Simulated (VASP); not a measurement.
## Al2O3: single point with PBE

The system is Al2O3.

```
Al O
1.0
     2.40409    1.38800    4.37376
    -2.40409    1.38800    4.37376
     0.00000   -2.77600    4.37376
Al O
4 6
Direct
  0.84832 0.84832 0.84832
  0.65168 0.65168 0.65168
  0.15168 0.15168 0.15168
  0.34832 0.34832 0.34832
  0.05616 0.44384 0.75000
  0.75000 0.05616 0.44384
  0.44384 0.75000 0.05616
  0.94384 0.55616 0.25000
  0.25000 0.94384 0.55616
  0.55616 0.25000 0.94384
```

This cell differs from its parent crystal: atoms shifted along a free coordinate, c/a of the conventional cell at fixed volume 2.7290.

```
Program                : VASP 6.6.1
Task                   : single point
Functional             : PBE
Potentials or basis    : VASP PAW PBE potentials, release 64 (Al, O)
Cutoff                 : 520 eV
k mesh                 : 6 × 6 × 6
Occupations            : gaussian, width 0.05 eV
Spin                   : no spin polarisation
Dipole correction      : no
Further INCAR settings : ALGO = Normal; EDIFF = 1e-06; NBANDS = 35
```

```yaml
Pressure: 0.2 GPa
Largest_force: 0.871 eV/Å
Band_gap_on_the_k_mesh: 5.94 eV
```

Forces in eV/Å, atoms in the order of the input:
```
Al   0.000  0.000  0.871
Al   0.000  0.000 -0.871
Al   0.000  0.000 -0.871
Al   0.000  0.000  0.871
O    0.106  0.000  0.000
O   -0.053  0.092  0.000
O   -0.053 -0.092  0.000
O   -0.106  0.000  0.000
O    0.053 -0.092  0.000
O    0.053  0.092  0.000
```

Stress tensor (GPa, compression positive):
```
-1.07  0.00  0.00
 0.00 -1.07  0.00
 0.00  0.00  2.75
```

Levels at points of the mesh, in eV from the valence-band top:
| k point | band 22 | band 23 | band 24 | band 25 | band 26 | band 27 |
| --- | --- | --- | --- | --- | --- | --- |
| (0.00, 0.00, 0.00) | -0.01 | -0.01 | 0.00 | 5.94 | 8.87 | 10.54 |
| (0.50, 0.00, 0.00) | -0.78 | -0.24 | -0.24 | 9.20 | 9.20 | 9.46 |
| (0.50, 0.50, 0.00) | -0.83 | -0.73 | -0.16 | 9.32 | 9.57 | 9.74 |
| (0.50, 0.50, 0.50) | -0.31 | -0.31 | -0.31 | 8.40 | 8.40 | 11.18 |

Run time: 2.5 min on 1 thread of Intel Xeon 8259CL (shared host), peak memory 0.26 GiB.

 A k mesh can miss the band edges.
